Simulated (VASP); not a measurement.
Write the native input for VASP 6.6.1 that does the following.

```yaml
Task: single point
Functional: LDA
Potentials_or_basis: VASP PAW LDA potentials, release 64 (Rb_sv, Br)
Cutoff: 520 eV
k_mesh: 7 × 7 × 7
Occupations: fermi-dirac, width 0.05 eV
Spin: no spin polarisation
Dipole_correction: no
Further_INCAR_settings: ALGO = Normal; EDIFF = 1e-06; NBANDS = 15
```

The structure of RbBr lies in POSCAR:

```
RbBr
1.0
    0.0000000000      3.4942131424      3.4942131424
    3.4942131424      0.0000000000      3.4942131424
    3.4942131424      3.4942131424      0.0000000000
Rb Br
1 1
Direct
    0.0000000000      0.0000000000      0.0000000000
    0.5000000000      0.5000000000      0.5000000000
```

The input as run:

INCAR

```
SYSTEM = RbBr
PREC     = Accurate       ! precision mode
ENCUT    = 520            ! plane-wave cutoff, eV
EDIFF    = 1E-6           ! SCF threshold, eV
ISMEAR   = -1             ! smearing method
SIGMA    = 0.05           ! smearing width, eV
LREAL    = .False.        ! projectors in reciprocal space
LASPH    = .True.         ! aspherical terms in the spheres
NELM     = 60             ! most SCF steps
ALGO     = Normal         ! electronic algorithm
ISIF     = 2              ! what is computed and relaxed
LWAVE    = .False.        ! write WAVECAR
LCHARG   = .False.        ! write CHGCAR
GGA      = CA             ! functional
NBANDS   = 15             ! bands
```

KPOINTS

```
Automatic mesh
0
Gamma
  7 7 7
  0 0 0
```

Potentials or basis: VASP PAW LDA potentials, release 64 (Rb_sv, Br).

Launch:

```bash
$ cat potpaw_LDA.64/Rb_sv/POTCAR potpaw_LDA.64/Br/POTCAR > POTCAR
$ mpirun -np 1 vasp_std > vasp.out
```

It gave:

The pressure is -1.8 GPa and the band gap on the k mesh is 3.83 eV.

Caveat: an odd mesh through Γ misses points on the zone boundary, where band edges can lie.

It took 40 s on 1 thread of Intel Xeon 8259CL (shared host), peak memory 0.2 GiB.
